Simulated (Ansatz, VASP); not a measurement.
# GaN in VASP and in Ansatz

The input POSCAR:

```
GaN
1.0
    2.6955547287      0.0000000000      0.0000000000
    0.0000000000      2.6955547287      0.0000000000
    0.0000000000      0.0000000000      2.6955547287
Ga N
1 1
Direct
    0.0000000000      0.0000000000      0.0000000000
    0.5000000000      0.5000000000      0.5000000000
```

Contents of INCAR.step1:

```
  ALGO = Normal
  EDIFF = 1E-4
  ENCUT = 520
  GGA = PE
  ISMEAR = -1
  LASPH = True
  LCHARG = False
  LREAL = False
  LWAVE = True
  NBANDS = 16
  NELM = 60
  PREC = Accurate
  SIGMA = 0.02
```

File INCAR.step2:

```
  ALGO = Normal
  EDIFF = 1E-7
  ENCUT = 520
  ISIF = 2
  ISMEAR = -1
  ISTART = 1
  LASPH = True
  LCHARG = True
  LELF = True
  LMIXTAU = True
  LREAL = False
  LVHAR = True
  LWAVE = False
  METAGGA = R2SCAN
  NBANDS = 16
  NELM = 60
  PREC = Accurate
  SIGMA = 0.02
```

The input KPOINTS:

```
k-points
0
Gamma
  10 10 10
```

Input for Ansatz:

```yaml
crystal:
  lattice:
    - [2.6955547287, 0.0, 0.0]
    - [0.0, 2.6955547287, 0.0]
    - [0.0, 0.0, 2.6955547287]
  atoms:
    - { symbol: Ga, position: [0.0, 0.0, 0.0] }
    - { symbol: "N", position: [0.5, 0.5, 0.5] }
kpoints:
  mp_grid: { grid: [10, 10, 10] }
  band_path:
    path:
      - [0.0, 0.0, 0.0]
      - [0.0, 0.5, 0.0]
      - [0.5, 0.5, 0.0]
      - [0.5, 0.5, 0.5]
      - [0.0, 0.3, -0.5]
      - [0.5, 0.5, 0.25]
    npoints: 1
hamiltonian:
  xc: r2scan
scf:
  occupations: { method: fermi_dirac, width: 0.02 }
  n_extra_bands: 4
output:
  forces: true
  stress: true
  eigenvalues: true
```

Alike in both runs: task single point; functional r2SCAN; k mesh 10 × 10 × 10; occupations fermi-dirac, width 0.02 eV; no spin polarisation.

|  | VASP | Ansatz |
| --- | --- | --- |
| version | VASP 6.6.1 | Ansatz 0.2.0 |
| potentials or method | VASP PAW PBE potentials, release 64 (Ga_d, N) | plane waves, PAW |
| plane-wave cutoff (eV) | 520 | 500 |
| valence electrons in the cell | 18 | 18 |

```tsv
	VASP	Ansatz	Ansatz less VASP
pressure (GPa)	0.7	0.2	-0.53
```

VASP's potentials were made for PBE, not for r2SCAN. With one functional, cell and mesh, what is left measures potentials, basis and numerics.
